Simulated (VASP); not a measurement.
Crystal: Pd.

```
CELL_PARAMETERS angstrom
0.00000 1.97211 1.97211
1.97211 0.00000 1.97211
1.97211 1.97211 0.00000
ATOMIC_POSITIONS crystal
Pd 0.00000 0.00000 0.00000
```

Base run:

| Quantity | Value |
| --- | --- |
| Program | VASP 6.6.1 |
| Functional | r2SCAN |
| Dispersion | D4 |
| Potentials or basis | VASP PAW PBE potentials, release 64 (Pd) |
| Cutoff | 520 eV |
| k mesh | 12 × 12 × 12 |
| Occupations | fermi-dirac, width 0.05 eV |
| Spin | no spin polarisation |

Its results: band gap on the k mesh zero (band 5 reaches 9.24 eV, above the bottom of band 6 at 7.67 eV); pressure -5.9 GPa.

Question: The run is repeated on the same cell with these changes: dispersion from D4 to none; cutoff from 520 eV to 550 eV. What comes out?

Answer: Band gap on the k mesh zero (band 5 reaches 9.24 eV, above the bottom of band 6 at 7.66 eV); pressure -4.4 GPa.

Caveats: the PAW data sets were made with another functional, which shifts forces and pressure a little; pairwise dispersion overbinds metals, which lowers pressure and volume (some runs).
